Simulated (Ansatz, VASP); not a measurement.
## Al: VASP beside Ansatz

```
CELL_PARAMETERS angstrom
3.00930 0.00000 0.00000
-1.50465 2.60613 0.00000
0.00000 0.00000 4.26720
ATOMIC_POSITIONS crystal
Al 0.66667 0.33333 0.75000
Al 0.33333 0.66667 0.25000
```

Alike in both runs: task single point; functional PBEsol; k mesh 18 × 18 × 10; occupations gaussian, width 0.15 eV; no spin polarisation.

|  | VASP | Ansatz |
| --- | --- | --- |
| version | VASP 6.6.1 | Ansatz 0.2.0 |
| potentials or method | VASP PAW PBE potentials, release 64 (Al), cutoff 520 eV | scalar-relativistic, plane waves, PAW |
| valence electrons in the cell | 6 | 6 |

|  | VASP | Ansatz | Ansatz less VASP |
| --- | --- | --- | --- |
| gap on the k mesh at the Fermi level (eV) | none | none | - |
| pressure (GPa) | -0.1 | -0.2 | -0.08 |
| traceless stress, the component that is largest in VASP (GPa) | 6.06 | 6.02 | -0.042 |

VASP's potentials were made for PBE, not for PBEsol, and Ansatz warns of the same on its side. A gap of «none» marks a metal or a gap that the smearing closes.
